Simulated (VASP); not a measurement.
# LiCl (F-43m) in VASP: further runs, part 2 of 2

VASP 6.6.1. Earlier steps stand in the parts before.

## (5) Single point, PBE (volume scaled by 0.94)

Input file INCAR:

```
PREC = Accurate
ENCUT = 520
EDIFF = 1E-7
ISMEAR = 0
SIGMA = 0.02
LREAL = False
LASPH = True
NELM = 100
ALGO = Normal
ISIF = 2
LWAVE = False
LCHARG = False
GGA = PE
NBANDS = 12
```

Input file KPOINTS:

```
Automatic mesh
0
Gamma
  8 8 8
```

Input file POSCAR:

```
LiCl
1.0
    0.0000000000      2.7015278973      2.7015278973
    2.7015278973      0.0000000000      2.7015278973
    2.7015278973      2.7015278973      0.0000000000
Li Cl
1 1
Direct
    0.0000000000      0.0000000000      0.0000000000
    0.2500000000      0.2500000000      0.2500000000
```

Potentials or basis: VASP PAW PBE potentials, release 64 (Li_sv, Cl).

Started as:

```
$ cat potpaw_PBE.64/Li_sv/POTCAR potpaw_PBE.64/Cl/POTCAR > POTCAR
$ mpirun -np 1 vasp_std > vasp.out
```

OUTCAR:

```text
PREC = Accurate
   ENCUT = 520
   EDIFF = 1E-7
   ISMEAR = 0
   LREAL = False
   LASPH = True
   NELM = 100
   ISIF = 2
   GGA = PE

 ion  position               nearest neighbor table
   1  0.000  0.000  0.000-   2 2.34   2 2.34   2 2.34   2 2.34
   2  0.250  0.250  0.250-   1 2.34   1 2.34   1 2.34   1 2.34

  LATTYP: Found a face centered cubic cell.
 ALAT       =     5.4030557946

  Lattice vectors:

 A1 = (   0.0000000000,   2.7015278973,   2.7015278973)
 A2 = (   2.7015278973,   0.0000000000,   2.7015278973)
 A3 = (   2.7015278973,   2.7015278973,   0.0000000000)

Analysis of symmetry for initial positions (statically):
=====================================================================
 Subroutine PRICEL returns:
 Original cell was already a primitive cell.

 Routine SETGRP: Setting up the symmetry group for a
 face centered cubic supercell.

 Subroutine GETGRP returns: Found 24 space group operations
 (whereof 24 operations were pure point group operations)
 out of a pool of 48 trial point group operations.

The static configuration has the point symmetry T_d .

Analysis of symmetry for dynamics (positions and initial velocities):
=====================================================================
 Subroutine PRICEL returns:
 Original cell was already a primitive cell.

 Routine SETGRP: Setting up the symmetry group for a
 face centered cubic supercell.

 Subroutine GETGRP returns: Found 24 space group operations
 (whereof 24 operations were pure point group operations)
 out of a pool of 48 trial point group operations.

The dynamic configuration has the point symmetry T_d .

 Subroutine INISYM returns: Found 24 space group operations
 (whereof 24 operations are pure point group operations),
 and found     1 'primitive' translations

----------------------------------------------------------------------------------------

                                     Primitive cell
[... 114 lines left out ...]
  Thomas-Fermi vector in A             =   2.170609
   LORBIT       =      0    0 simple, 1 ext, 2 COOP (PROOUT), +10 PAW based schemes
   GGA     = PE    functional components
   LHFCALC =     F    Hartree Fock is set to
   AEXX    =    0.0000 exact exchange contribution
   IVDW    =     0    specifies the selected vdW correction
   LEPSILON=     F    determine dielectric tensor
   LRPA    =     F    only Hartree local field effects (RPA)
 non-spin polarized calculation
 Gauss-broadening in eV      SIGMA  =   0.02
  energy-cutoff  :      520.00
  volume of cell :       39.43
 maximum number of plane-waves:      1072
   NGX = 15   NGY = 15   NGZ = 15

 number of electron      10.0000000 magnetization

 number of electron       9.9999989 magnetization

 Free energy of the ion-electron system (eV)
  ---------------------------------------------------
  ext. energy  EPLUGINS =         0.00000000
  ---------------------------------------------------
  free energy    TOTEN  =        -7.41473513 eV

  energy without entropy =       -7.41473513  energy(sigma->0) =       -7.41473513

 E-fermi :  -0.6970     XC(G=0):  -7.8682

 val. band max:       -0.9342680904   @ k =   0.0000   0.0000   0.0000
 cond. band min:       5.2445399213   @ k =   0.0000   0.0000   0.0000
 fundamental gap:      6.1788080117
 Fermi energy:        -0.6970190059

 k-point     1 :       0.0000    0.0000    0.0000
  band No.  band energies     occupation
      1     -43.6975      2.00000
      2     -13.7486      2.00000
      3      -0.9343      2.00000
      4      -0.9343      2.00000
      5      -0.9343      2.00000
      6       5.2445      0.00000
      7       9.2877      0.00000
      8       9.2877      0.00000
      9       9.2877      0.00000
     10      13.7048      0.00000
     11      13.7048      0.00000
     12      17.0074      0.00000
[... 331 lines left out ...]
 k-point    24 :      -0.3750    0.2500    0.1250
  band No.  band energies     occupation
      1     -43.6954      2.00000
      2     -13.3744      2.00000
      3      -2.8255      2.00000
      4      -1.7842      2.00000
      5      -1.4789      2.00000
      6       7.9477      0.00000
      7       8.4429      0.00000
      8      10.6447      0.00000
      9      10.9459      0.00000
     10      13.0329      0.00000
     11      15.1295      0.00000
     12      15.9746      0.00000

 [... further k-points ...]
[... 5 lines left out ...]
  --------------------------------------------------------------------------------------
  -------------------------------------------------------------------------------------
  Total        0.4002699      0.4002699      0.4002699      0.0000000      0.0000000      0.0000000
  in kB       16.2631676     16.2631676     16.2631676      0.0000000      0.0000000      0.0000000
  external PRESSURE =      16.2631676 kB  Pullay stress =       0.0000000 kB

 VOLUME and BASIS-vectors are now :
 -----------------------------------------------------------------------------
  energy-cutoff  :      520.00
  volume of cell :       39.43
      direct lattice vectors                 reciprocal lattice vectors
     0.000000000  2.701527897  2.701527897    -0.185080450  0.185080450  0.185080450
     2.701527897  0.000000000  2.701527897     0.185080450 -0.185080450  0.185080450
     2.701527897  2.701527897  0.000000000     0.185080450  0.185080450 -0.185080450

 POSITION                                       TOTAL-FORCE (eV/Angst)
 -----------------------------------------------------------------------------------
      0.00000      0.00000      0.00000         0.000000      0.000000      0.000000
      1.35076      1.35076      1.35076        -0.000000     -0.000000     -0.000000
 -----------------------------------------------------------------------------------
    total drift:                               -0.000000     -0.000000     -0.000000

  FREE ENERGIE OF THE ION-ELECTRON SYSTEM (eV)
  ---------------------------------------------------
  free  energy   TOTEN  =        -7.4147351257 eV

  energy  without entropy=       -7.4147351257  energy(sigma->0) =       -7.41473513
```

Wall time 12 s (1 thread of AMD EPYC 7R43 (Zen 3), shared host); peak memory 0.12 GiB.

Results:

* Free energy: -7.4147 eV
* Band gap on the k mesh: 6.18 eV, direct

Levels at points of the mesh, in eV from the valence-band top:
```
           k point  band 3  band 4  band 5  band 6  band 7  band 8
(0.00, 0.00, 0.00)    0.00    0.00    0.00    6.18   10.22   10.22
(0.50, 0.00, 0.00)   -2.14   -0.31   -0.31    8.49   10.39   10.39
(0.50, 0.50, 0.00)   -1.73   -0.89   -0.89    6.62    9.70   13.85
```

Caveat: the cutoff is under 1.25 times the usual one of these potentials, so pressure, stress and relaxed cells hold a basis-set (Pulay) error. A k mesh can miss the band edges.

## (6) The runs side by side

| cell | k mesh | smearing | gap on the mesh (eV) |
| --- | --- | --- | --- |
| a = 3.507 Å, angles 60.0°, 2 atoms | 6 × 6 × 6 | gaussian 0.1 eV | 6.30 |
| a = 3.886 Å, angles 60.0°, 2 atoms | 6 × 6 × 6 | gaussian 0.1 eV | 6.00 |
| a = 3.737 Å, angles 60.0°, 2 atoms | 8 × 8 × 8 | gaussian 0.02 eV | 6.43 |
| a = 3.821 Å, angles 60.0°, 2 atoms | 8 × 8 × 8 | gaussian 0.02 eV | 6.18 |

Alike in all rows: task single point; level PBE; potentials or basis VASP PAW PBE potentials, release 64 (Li_sv, Cl); no spin polarisation; cutoff (eV) 520.

Caveats: the cutoff is under 1.25 times the usual one of these potentials, so pressure, stress and relaxed cells hold a basis-set (Pulay) error.

Absolute energies hang on the potentials; compare differences alone.
